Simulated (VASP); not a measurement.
# PtS2 (P-3m1) in VASP: settings compared, part 2 of 2

VASP 6.6.1.

### 3 Relaxation of cell and atoms, PBEsol, target pressure 30 GPa, at which the enthalpy is minimised

The input, INCAR:

```
PREC = Accurate ; ENCUT = 600
EDIFF = 1E-7 ; ISMEAR = -1
SIGMA = 0.05 ; LREAL = F
LASPH = T ; NELM = 60
ALGO = Normal ; ISIF = 3
LWAVE = F ; LCHARG = F
GGA = PS ; IBRION = 2
NSW = 80 ; EDIFFG = -0.02
PSTRESS = 300.0
```

The input, KPOINTS:

```
Automatic mesh
0
Gamma
  9 9 5
```

The input, POSCAR:

```
PtS2
1.0
    3.5432000000      0.0000000000      0.0000000000
   -1.7716000000      3.0685012107      0.0000000000
    0.0000000000      0.0000000000      5.0388000000
Pt S
1 2
Direct
    0.0000000000      0.0000000000      0.0000000000
    0.6666666667      0.3333333333      0.7730000000
    0.3333333333      0.6666666667      0.2270000000
```

Potentials or basis: VASP PAW PBE potentials, release 64 (Pt, S).

Launch:

```console
$ cat potpaw_PBE.64/Pt/POTCAR potpaw_PBE.64/S/POTCAR > POTCAR
$ mpirun -np 1 vasp_std > vasp.out
```

Wall time 6.1 min (1 thread of Intel Xeon 6975P-C (Granite Rapids), shared host); peak memory 0.23 GiB.

Results (log left out):

```yaml
Free_energy: -16.2759 eV
Relaxed_volume: 13.62 Å³/atom
Relaxed_cell: a = 3.452 Å, b = 3.452 Å, c = 3.960 Å, α = 90.00°, β = 90.00°, γ = 120.00°
Space_group_after_relaxing_to_0.05_Å: P-3m1 (No. 164)
Energy_change_on_relaxing_the_enthalpy_is_what_falls: +218.6 meV/atom
Ionic_steps: 22
Pressure_after_relaxing: 30.0 GPa
Largest_force_after_relaxing: 0.006 eV/Å
Band_gap_on_the_k_mesh: zero (band 11 reaches 11.61 eV, above the bottom of band 12 at 11.13 eV)
```

Forces on the atoms (eV/Å):
```
Pt   0.000  0.000  0.000
S    0.000  0.000 -0.006
S    0.000  0.000  0.006
```

Stress tensor (GPa, compression positive):
```
29.98  0.00  0.00
 0.00 29.98  0.00
 0.00  0.00 30.12
```

Step by step:
| step | energy change (eV) | largest force (eV/Å) | pressure (GPa) | volume (Å³) |
| --- | --- | --- | --- | --- |
| 1 | 0.0000 | 0.9300 | 6.14 | 54.78 |
| 2 | 7.0414 | 11.7266 | 173.43 | 35.93 |
| 3 | 0.5496 | 2.7883 | 28.66 | 49.13 |
| 4 | 0.6382 | 2.9890 | 31.33 | 48.62 |
| 5 | 0.5524 | 2.0713 | 31.91 | 44.94 |
| 6 | 2.5441 | 2.5094 | 67.25 | 35.47 |
| 7 | 0.8534 | 2.1476 | 42.24 | 41.74 |
| 8 | 1.2505 | 0.7891 | 49.84 | 38.56 |
| 9 | 0.8736 | 3.0813 | 5.06 | 43.75 |
| 10 | 0.8719 | 0.6210 | 33.13 | 39.95 |
| 11 | 0.8799 | 0.5808 | 33.59 | 39.90 |
| 12 | 0.6926 | 0.2210 | 30.07 | 40.73 |
| 13 | 0.6262 | 0.1100 | 28.76 | 41.06 |
| 14 | 0.6797 | 0.1292 | 31.58 | 40.76 |
| 15 | 0.6705 | 0.0894 | 31.12 | 40.81 |
| 16 | 0.6430 | 0.0689 | 30.00 | 40.94 |
| 17 | 0.6373 | 0.0655 | 29.75 | 40.97 |
| 18 | 0.6499 | 0.0453 | 30.02 | 40.90 |
| 19 | 0.6635 | 0.0241 | 30.31 | 40.83 |
| 20 | 0.6601 | 0.0293 | 30.24 | 40.84 |
| 21 | 0.6503 | 0.0249 | 29.66 | 40.90 |
| 22 | 0.6558 | 0.0060 | 30.03 | 40.87 |

Final structure:
```cif
data_structure
_symmetry_space_group_name_H-M 'P 1'
_symmetry_Int_Tables_number 1
_cell_length_a 3.4518
_cell_length_b 3.4518
_cell_length_c 3.9604
_cell_angle_alpha 90.000
_cell_angle_beta 90.000
_cell_angle_gamma 120.000
_cell_volume 40.87
loop_
_atom_site_label
_atom_site_type_symbol
_atom_site_fract_x
_atom_site_fract_y
_atom_site_fract_z
_atom_site_occupancy
Pt1 Pt 0.00000 0.00000 0.00000 1
S1 S 0.66667 0.33333 0.70394 1
S2 S 0.33333 0.66667 0.29606 1
```

Levels at points of the mesh, in eV from the Fermi level:
```
           k point  band 7  band 8  band 9  band 10  band 11  band 12  band 13  band 14  band 15
(0.00, 0.00, 0.00)   -4.51   -2.43   -1.49    -1.49     0.29     0.29     0.63     2.89     6.55
```

Caveat: the cell is relaxed towards a set pressure, so the enthalpy falls and the energy may rise; the volume moved by over 15 % at a fixed basis, so the end points are rough; the PAW data sets were made with another functional, which shifts forces and pressure a little; spin-orbit coupling is left out, which moves the levels of the heavy elements.

### 4 Single point, PBEsol+D3(BJ)

This run uses another cell than the first one, of 16.25 Å³/atom, 0.890 times its volume.

The input, INCAR:

```
ALGO = Normal ; EDIFF = 1E-6
ENCUT = 520 ; GGA = PS
ISIF = 2 ; ISMEAR = -1
IVDW = 12 ; LASPH = T
LCHARG = F ; LREAL = F
LWAVE = F ; NBANDS = 18
NELM = 100 ; PREC = Accurate
SIGMA = 0.05
```

The input, KPOINTS:

```
k-points
0
Gamma
  9 9 5
```

The input, POSCAR:

```
PtS2
1.0
    3.5628778203      0.0000000000      0.0000000000
   -1.7814389102      3.0855427030      0.0000000000
    0.0000000000      0.0000000000      4.4333803947
Pt S
1 2
Direct
    0.0000000000      0.0000000000      0.0000000000
    0.6666666667      0.3333333333      0.7315200429
    0.3333333333      0.6666666667      0.2684799571
```

Launch:

```console
$ cat potpaw_PBE.64/Pt/POTCAR potpaw_PBE.64/S/POTCAR > POTCAR
$ mpirun -np 1 vasp_std > vasp.out
```

Wall time 36 s (1 thread of Intel Xeon 8259CL, shared host); peak memory 0.21 GiB.

The run converged. Its results:

- Free energy: -18.1898 eV
- Pressure: -1.0 GPa
- Largest force: 0.032 eV/Å
- Band gap on the k mesh: zero (band 11 reaches 9.09 eV, above the bottom of band 12 at 8.82 eV)
- Dispersion energy per atom: -0.409 eV

Forces on the atoms (eV/Å):
```
Pt   0.000  0.000  0.000
S    0.000  0.000  0.032
S    0.000  0.000 -0.032
```

Stress tensor (GPa, compression positive):
```
-1.09  0.00  0.00
 0.00 -1.09  0.00
 0.00  0.00 -0.87
```

Levels at points of the mesh, in eV from the Fermi level:
```
           k point  band 9  band 10  band 11  band 12  band 13  band 14
(0.00, 0.00, 0.00)   -1.60    -1.60     0.36     0.93     0.93     3.09
```

Caveat: three body term missing; the PAW data sets were made with another functional, which shifts forces and pressure a little; spin-orbit coupling is left out, which moves the levels of the heavy elements; pairwise dispersion overbinds metals, which lowers pressure and volume.

### 5 Single point, PBEsol

This run uses another cell than the first one, of 17.52 Å³/atom, 0.960 times its volume.

The input, INCAR:

```
SYSTEM = PtS2
ALGO = Normal ; EDIFF = 1E-7
ENCUT = 520 ; GGA = PS
ISIF = 2 ; ISMEAR = -1
LASPH = .TRUE. ; LCHARG = .TRUE.
LELF = .TRUE. ; LREAL = .FALSE.
LVHAR = .TRUE. ; LWAVE = .FALSE.
NBANDS = 18 ; NELM = 100
PREC = Accurate ; SIGMA = 0.05
```

The input, KPOINTS:

```
k-points
0
G
  9 9 5
  0 0 0
```

The input, POSCAR:

```
PtS2
1.0
    3.5718937790      0.0000000000      0.0000000000
   -1.7859468895      3.0933507522      0.0000000000
    0.0000000000      0.0000000000      4.7579039959
Pt S
1 2
Direct
    0.0000000000      0.0000000000      0.0000000000
    0.6666666667      0.3333333333      0.7484691517
    0.3333333333      0.6666666667      0.2515308483
```

Launch:

```console
$ cat potpaw_PBE.64/Pt/POTCAR potpaw_PBE.64/S/POTCAR > POTCAR
$ mpirun -np 1 vasp_std > vasp.out
```

Wall time 57 s (1 thread of Intel Xeon 8259CL, shared host); peak memory 0.2 GiB.

It converged, with:

| Quantity | Value |
| --- | --- |
| Free energy | -16.9979 eV |
| Pressure | -0.3 GPa |
| Largest force | 0.026 eV/Å |
| Band gap on the k mesh | 0.28 eV, indirect (least direct gap 0.88 eV) |

Forces on the atoms (eV/Å):
```
Pt   0.000  0.000  0.000
S    0.000  0.000  0.026
S    0.000  0.000 -0.026
```

Stress tensor (GPa, compression positive):
```
-0.34  0.00  0.00
 0.00 -0.34  0.00
 0.00  0.00 -0.12
```

Levels at points of the mesh, in eV from the valence-band top:
```tsv
k point	band 9	band 10	band 11	band 12	band 13	band 14
(0.00, 0.00, 0.00)	-1.50	-1.50	0.00	1.44	1.44	3.73
```

Caveat: the PAW data sets were made with another functional, which shifts forces and pressure a little; spin-orbit coupling is left out, which moves the levels of the heavy elements. A k mesh can miss the band edges.

### 6 Single point, PBEsol+D3(BJ)

The input, INCAR:

```
SYSTEM = PtS2
PREC = Accurate
ENCUT = 520
EDIFF = 1E-6
ISMEAR = -1
SIGMA = 0.05
LREAL = .False.
LASPH = .True.
NELM = 80
ALGO = Normal
ISIF = 2
LWAVE = .False.
LCHARG = .True.
GGA = PS
IVDW = 12
LELF = .True.
LVHAR = .True.
NBANDS = 18
```

The input, KPOINTS:

```
regular mesh
0
Gamma
  9 9 5
  0 0 0
```

The input, POSCAR:

```
PtS2
1.0
    3.5432000000      0.0000000000      0.0000000000
   -1.7716000000      3.0685012107      0.0000000000
    0.0000000000      0.0000000000      5.0388000000
Pt S
1 2
Direct
    0.0000000000      0.0000000000      0.0000000000
    0.6666666667      0.3333333333      0.7730000000
    0.3333333333      0.6666666667      0.2270000000
```

Potentials or basis: VASP PAW PBE potentials, release 64 (Pt, S).

Launch:

```console
$ cat potpaw_PBE.64/Pt/POTCAR potpaw_PBE.64/S/POTCAR > POTCAR
$ mpirun -np 1 vasp_std > vasp.out
```

Run time: 77 s. Hardware: 1 thread of Intel Xeon 8259CL, shared host; peak memory 0.22 GiB.

The run converged. Its results:

```
Free energy                : -18.0135 eV
Pressure                   : 2.8 GPa
Largest force              : 0.942 eV/Å
Band gap on the k mesh     : 0.96 eV, indirect (least direct gap 1.00 eV)
Dispersion energy per atom : -0.361 eV
```

Forces in eV/Å, atoms in the order of the input:
```
Pt   0.000  0.000  0.000
S    0.000  0.000 -0.942
S    0.000  0.000  0.942
```

Stress tensor (GPa, compression positive):
```
3.05 0.00 0.00
0.00 3.05 0.00
0.00 0.00 2.30
```

Levels at points of the mesh, in eV from the valence-band top:
```
           k point  band 8  band 9  band 10  band 11  band 12  band 13  band 14  band 15
(0.00, 0.00, 0.00)   -1.82   -1.15    -1.15    -0.14     2.43     2.43     4.65     5.60
```

Caveat: three body term missing; the PAW data sets were made with another functional, which shifts forces and pressure a little; spin-orbit coupling is left out, which moves the levels of the heavy elements.

### 7 Overview

```tsv
task	level	cell	cutoff (eV)	gap on the mesh (eV)	pressure (GPa)	largest force (eV/Å)
relaxation of cell and atoms	PBEsol	relaxed to 20 GPa from a = 3.543, b = 3.543, c = 5.039 Å, angles 90.0, 90.0, 120.0°, 3 atoms	600	none	20.0	0.01
relaxation of cell and atoms	PBEsol	relaxed to 30 GPa from a = 3.543, b = 3.543, c = 5.039 Å, angles 90.0, 90.0, 120.0°, 3 atoms	600	none	30.0	0.01
single point	PBEsol+D3(BJ)	a = 3.563, b = 3.563, c = 4.433 Å, angles 90.0, 90.0, 120.0°, 3 atoms	520	none	-1.0	0.03
single point	PBEsol	a = 3.572, b = 3.572, c = 4.758 Å, angles 90.0, 90.0, 120.0°, 3 atoms	520	0.28	-0.3	0.03
single point	PBEsol+D3(BJ)	a = 3.543, b = 3.543, c = 5.039 Å, angles 90.0, 90.0, 120.0°, 3 atoms	520	0.96	2.8	0.94
```

Alike in all rows: potentials or basis VASP PAW PBE potentials, release 64 (Pt, S); no spin polarisation; k mesh 9 × 9 × 5; smearing fermi-dirac 0.05 eV.

Caveats: the PAW data sets were made with another functional, which shifts forces and pressure a little; spin-orbit coupling is left out, which moves the levels of the heavy elements; the cell is relaxed towards a set pressure, so the enthalpy falls and the energy may rise (some runs); the volume moved by over 15 % at a fixed basis, so the end points are rough (some runs); three body term missing (some runs); pairwise dispersion overbinds metals, which lowers pressure and volume (some runs).

Absolute energies hang on the potentials; compare differences alone.
